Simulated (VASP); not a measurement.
Crystal: Zr.

```xyz
1
Lattice="2.9500 0.0000 0.0000 0.0000 2.9500 0.0000 0.0000 0.0000 2.9500" Properties=species:S:1:pos:R:3 pbc="T T T"
Zr    0.0000    0.0000    0.0000
```

| Quantity | Value |
| --- | --- |
| Program | VASP 6.6.1 |
| Task | relaxation of cell and atoms |
| Functional | LDA |
| Potentials or basis | VASP PAW LDA potentials, release 64 (Zr_sv) |
| Cutoff | 600 eV |
| k mesh | 14 × 14 × 14 |
| Occupations | fermi-dirac, width 0.05 eV |
| Spin | no spin polarisation |

At the start: pressure -7.8 GPa; volume 25.67 Å³/atom.

**Question.** How do energy, volume and symmetry change on relaxing?

**Answer.** Over 3 steps the energy falls by 75.1 meV/atom and the volume is 22.85 Å³/atom (-11.0 %); space group Pm-3m (No. 221, to 0.05 Å).

The path:
```tsv
step	energy change (eV)	largest force (eV/Å)	pressure (GPa)	volume (Å³)
1	0.0000	0.0000	-7.76	25.67
2	-0.0462	0.0000	6.47	21.32
3	-0.0751	0.0000	-0.05	22.85
```

Final structure:
```
Zr
1.0
     2.83778    0.00000    0.00000
     0.00000    2.83778    0.00000
     0.00000    0.00000    2.83778
Zr
1
Cartesian
  0.0000 0.0000 0.0000
```
